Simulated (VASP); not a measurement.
Runs of VASP 6.6.1 on KCl. Symmetry: Fm-3m, No. 225, cubic system. The conventional cell has a = 6.290 Å, b = 6.290 Å, c = 6.290 Å, α = 90.00°, β = 90.00°, γ = 90.00°. Within 4.1 Å of K (site symmetry m-3m) lie 6 Cl at 3.14 Å. Cl (site symmetry m-3m) has 6 K at 3.14 Å within 4.1 Å. 

```csv
level,share of exact exchange,screening parameter,gap on the mesh (eV),pressure (GPa)
PBE-based screened hybrid with 35 % exact exchange,0.35,0.2078 1/Å,7.04,0.4
HSE06,0.25,0.2079 1/Å,(b),0.5
PBE-based screened hybrid with 5 % exact exchange,0.05,0.3 1/Å,(a),0.8
PBE-based global hybrid with 5 % exact exchange,0.05,-,5.60,0.7
```

Alike in all rows: task single point; potentials or basis VASP PAW PBE potentials, release 64 (K_sv, Cl); no spin polarisation; cell as given; k mesh 4 × 4 × 4; cutoff (eV) 520; smearing gaussian 0.01 eV.

Question: Estimate the missing entries.

Answer: (a) 5.40; (b) 6.50.

Caveats: all runs use coarse meshes; the PAW data sets were made with another functional, which shifts forces and pressure a little.

